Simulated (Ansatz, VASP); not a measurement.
# Two plane-wave programs on BaTl

INCAR

```
SYSTEM = BaTl
PREC = Accurate
ENCUT = 600
EDIFF = 1E-6
ISMEAR = 0
SIGMA = 0.1
LREAL = .FALSE.
LASPH = .TRUE.
NELM = 100
ALGO = Fast
ISIF = 3
LWAVE = .FALSE.
LCHARG = .FALSE.
GGA = PE
IBRION = 2
NSW = 90
EDIFFG = -0.04
```

File KPOINTS:

```
Automatic mesh
0
G
  6 6 6
  0 0 0
```

Contents of POSCAR:

```
BaTl
1.0
    0.0000000000      2.8911991500      2.8911991500
    2.8911991500      0.0000000000      2.8911991500
    2.8911991500      2.8911991500      0.0000000000
Ba Tl
1 1
Direct
    0.5000000000      0.5000000000      0.5000000000
    0.0000000000      0.0000000000      0.0000000000
```

Input for Ansatz:

```yaml
crystal:
  lattice:
    - [0.0, 2.89119915, 2.89119915]
    - [2.89119915, 0.0, 2.89119915]
    - [2.89119915, 2.89119915, 0.0]
  atoms:
    - { symbol: Ba, position: [0.5, 0.5, 0.5] }
    - { symbol: Tl, position: [0.0, 0.0, 0.0] }
basis:
  ecutwfc: 420
kpoints:
  mp_grid: { grid: [6, 6, 6] }
hamiltonian:
  xc: pbe
scf:
  occupations: { method: gaussian, width: 0.1 }
  lower_state_search: "off"
output:
  forces: true
  stress: true
  eigenvalues: true
relax:
  adjacent_minimum: "off"
  f_tol: 0.04
  max_steps: 70
  cell: { stress_tol: 0.4 }
```

Alike in both runs: task relaxation of cell and atoms; functional PBE; k mesh 6 × 6 × 6; occupations gaussian, width 0.1 eV; no spin polarisation.

```csv
,VASP,Ansatz
version,VASP 6.6.1,Ansatz 0.2.0
potentials or method,"VASP PAW PBE potentials, release 64 (Ba_sv, Tl_d), cutoff 600 eV","scalar-relativistic, plane waves, PAW"
valence electrons in the cell,23,23
```

```csv
,VASP,Ansatz,Ansatz less VASP
"gap on the k mesh at the Fermi level, each at its own relaxed structure (eV)",none,none,-
relaxed volume (Å³/atom),47.91,48.24,+0.331
relaxed cell length with the largest relative difference (Å),5.136,5.148,+0.0118
```

A gap of «none» marks a metal or a gap that the smearing closes.

Neither program's run includes spin-orbit coupling. Noted on VASP's run: the volume moved by over 15 % at a fixed basis, so the end points are rough.
